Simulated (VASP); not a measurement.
A run of VASP 6.6.1 is set up as follows.

File INCAR:

```
ALGO = Normal
DIPOL = 0.5 0.5 0.508
EDIFF = 1E-6
ENCUT = 1000
GGA = PE
GGA_COMPAT = False
IDIPOL = 3
ISIF = 2
ISMEAR = 0
IVDW = 12
LASPH = True
LCHARG = False
LDIPOL = True
LREAL = False
LWAVE = False
NBANDS = 27
NELM = 120
NELMDL = -8
PREC = Accurate
SIGMA = 0.1
```

KPOINTS

```
k-points
0
Gamma
  12 12 1
```

POSCAR

```
C7O
1.0
    2.4649634470      0.0000000000      0.0000000000
   -1.2324817235      2.1347209645      0.0000000000
    0.0000000000      0.0000000000     26.8905390229
C O
7 1
Direct
    0.0000000000      0.0000000000      0.3160963099
    0.3333333333      0.6666666667      0.3160963041
    0.0000000000      0.0000000000      0.4414890214
    0.6666666667      0.3333333333      0.4414864027
    0.0000000000      0.0000000000      0.5672732709
    0.3333333333      0.6666666667      0.5672855717
    0.6666666667      0.3333333333      0.6846799326
    0.6666666667      0.3333333333      0.7268572225
```

Potentials or basis: VASP PAW PBE potentials, release 64 (C_h, O_h).

Command:

```bash
$ cat potpaw_PBE.64/C_h/POTCAR potpaw_PBE.64/O_h/POTCAR > POTCAR
$ mpirun -np 1 vasp_std > vasp.out
```

Question: What does it give for the band gap on the k mesh?

Answer: Zero (bands 17 and 18 overlap by 0.06 eV).

Question: Estimate the largest force.

Answer: 0.035 eV/Å.

Question: What does it give for the dispersion energy per atom?

Answer: -0.136 eV.

Forces on the atoms (eV/Å):
```
C    0.000  0.000  0.011
C    0.000  0.000 -0.012
C    0.000  0.000 -0.002
C    0.000  0.000  0.002
C    0.000  0.000  0.000
C    0.000  0.000  0.000
C    0.000  0.000 -0.033
O    0.000  0.000  0.035
```
